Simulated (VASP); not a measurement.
Crystal: SnO2.

```
Sn O
1.0
     1.59524    0.92101    4.73571
    -1.59524    0.92101    4.73571
     0.00000   -1.84202    4.73571
Sn O
1 2
Direct
  0.50000 0.50000 0.50000
  0.76283 0.76283 0.76283
  0.23717 0.23717 0.23717
```

Base run:

* Program: VASP 6.6.1
* Functional: PBE
* Potentials or basis: VASP PAW PBE potentials, release 64 (Sn_d, O)
* Cutoff: 520 eV
* k mesh: 10 × 10 × 10
* Occupations: fermi-dirac, width 0.05 eV
* Spin: no spin polarisation

Its results: band gap on the k mesh 2.18 eV (least direct gap 2.33 eV); pressure 6.4 GPa; largest force 0.372 eV/Å.

Q: The run is repeated on the same cell with these changes: functional from PBE to LDA; potentials or basis from VASP PAW PBE potentials, release 64 (Sn_d, O) to VASP PAW LDA potentials, release 64 (Sn_d, O). What comes out?

A: Band gap on the k mesh 2.04 eV (least direct gap 2.20 eV); pressure -2.7 GPa; largest force 0.184 eV/Å.

Caveats: spin-orbit coupling is left out, which moves the levels of the heavy elements; the cell stands under pressure (at least some runs).

A k mesh can miss the band edges.
